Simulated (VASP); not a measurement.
Wanted: the native input for a VASP 6.6.1 run.

```yaml
Task: electric field gradients
Functional: PBEsol
Potentials_or_basis: VASP PAW PBE potentials, release 64 (Ti_sv)
Cutoff: 400 eV
k_mesh: 17 × 17 × 17
Occupations: fermi-dirac, width 0.08 eV
Spin: no spin polarisation
Dipole_correction: no
Further_INCAR_settings: ALGO = Normal; EDIFF = 1e-08; NBANDS = 12
```

The structure of Ti lies in POSCAR:

```
Ti
1.0
   -1.6574100000      1.6410000000      1.6410000000
    1.6410000000     -1.6574100000      1.6410000000
    1.6410000000      1.6410000000     -1.6574100000
Ti
1
Direct
    0.0000000000      0.0000000000      0.0000000000
```

This cell differs from its parent crystal: equal xy, yz and zx shear strains of -1 %.

One way to write it, as run:

INCAR

```
SYSTEM = Ti
  PREC = Accurate
  ENCUT = 400
  EDIFF = 1E-8
  ISMEAR = -1
  SIGMA = 0.08
  LREAL = .FALSE.
  LASPH = .TRUE.
  NELM = 120
  ALGO = Normal
  ISIF = 2
  LWAVE = .FALSE.
  LCHARG = .FALSE.
  GGA = PS
  LEFG = .TRUE.
  NBANDS = 12
  GGA_COMPAT = .FALSE.
```

KPOINTS

```
regular mesh
0
G
  17 17 17
  0 0 0
```

Potentials or basis: VASP PAW PBE potentials, release 64 (Ti_sv).

Run with:

```console
$ cat potpaw_PBE.64/Ti_sv/POTCAR > POTCAR
$ mpirun -np 1 vasp_std > vasp.out
```

Results of the run:

```json
{"Pressure": "-7.3 GPa", "Band gap on the k mesh": "zero (band 6 reaches 8.73 eV, above the bottom of band 7 at 7.14 eV)"}
```

Caveat: the cell differs from its parent crystal (equal xy, yz and zx shear strains of -1 %); without QUAD_EFG the Cq values of the log hold for a quadrupole moment of 1 mb, not for the nuclei; the PAW data sets were made with another functional, which shifts forces and pressure a little.

It took 49 s on 1 thread of Intel Xeon 6975P-C, with other jobs on the host, peak memory 0.18 GiB.
